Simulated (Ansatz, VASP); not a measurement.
Two plane-wave programs on Si

```
Si
1.0
     3.95400    0.00000    0.00000
    -1.97700    3.42426    0.00000
     0.00000    0.00000   28.00000
Si
2
Direct
  0.33333 0.66667 0.50511
  0.66667 0.33333 0.49489
```

Alike in both runs: task single point; functional LDA; k mesh 15 × 15 × 1; occupations gaussian, width 0.1 eV; no spin polarisation.

|  | VASP | Ansatz |
| --- | --- | --- |
| version | VASP 6.6.1 | Ansatz 0.2.0 |
| potentials or method | VASP PAW LDA potentials, release 64 (Si), cutoff 520 eV | scalar-relativistic, plane waves, PAW |
| valence electrons in the cell | 8 | 8 |

|  | VASP | Ansatz | Ansatz less VASP |
| --- | --- | --- | --- |
| gap on the k mesh at the Fermi level (eV) | none | none | - |
| rms of the force components (eV/Å) | 0.007 | 0.007 | -0.0005 |

Ansatz warns that its potentials were made for another functional, while VASP's fit it. LDA's correlation is that of Perdew and Zunger in VASP and of Perdew and Wang (1992) in Ansatz. Atom by atom the forces differ by 0.001 eV/Å (rms over components). A gap of «none» marks a metal or a gap that the smearing closes.
